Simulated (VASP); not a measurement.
Wanted: the native input for a VASP 6.6.1 run.

- Task: single point
- Functional: PBEsol
- Potentials or basis: VASP PAW PBE potentials, release 64 (Co, O)
- Cutoff: 520 eV
- k mesh: 11 × 11 × 11
- Occupations: fermi-dirac, width 0.05 eV
- Spin: collinear spin, ferromagnetic start
- Starting moments: [2.0, 0.0] μB
- Dipole correction: no
- Further INCAR settings: ALGO = Normal; EDIFF = 1e-06; NBANDS = 18

The structure of CoO lies in POSCAR:

```
CoO
1.0
    1.5349960513      0.8862303835      2.4877807593
   -1.5349960513      0.8862303835      2.4877807593
    0.0000000000     -1.7724607669      2.4877807593
Co O
1 1
Direct
    0.0000000000      0.0000000000      0.0000000000
    0.5000000000      0.5000000000      0.5000000000
```

These files were run (other wordings do the same):

INCAR

```
  PREC = Accurate
  ENCUT = 520
  EDIFF = 1E-6
  ISMEAR = -1
  SIGMA = 0.05
  LREAL = False
  LASPH = True
  NELM = 150
  ALGO = Normal
  ISIF = 2
  LWAVE = False
  LCHARG = False
  ISPIN = 2
  MAGMOM = 2 0
  LORBIT = 11
  LMAXMIX = 4
  GGA = PS
  NBANDS = 18
```

KPOINTS

```
Automatic mesh
0
Gamma
  11 11 11
```

Potentials or basis: VASP PAW PBE potentials, release 64 (Co, O).

Run with:

```sh
$ cat potpaw_PBE.64/Co/POTCAR potpaw_PBE.64/O/POTCAR > POTCAR
$ mpirun -np 1 vasp_std > vasp.out
```

It gave:

```
Pressure                                              : -17.9 GPa
Band gap on the k mesh                                : zero (filled and empty bands overlap)
Net moment                                            : 2.99 μB per cell
Site moments                                          : Co +2.60; O +0.33 μB
Valence electrons inside the program's atomic spheres : Co 7.72; O 4.93
```

Caveat: the cell stands under tension; the PAW data sets were made with another functional, which shifts forces and pressure a little; a cell with one magnetic atom can't hold antiferromagnetic order, which such compounds often take; semilocal functionals often make such compounds metallic where correlation or magnetic order opens a gap, which also shifts bond lengths.

It took 79 s on 1 thread of Intel(R) Xeon(R) Platinum 8259CL CPU @ 2.50GHz (Skylake/Cascade Lake), with other jobs on the host, peak memory 0.21 GiB.
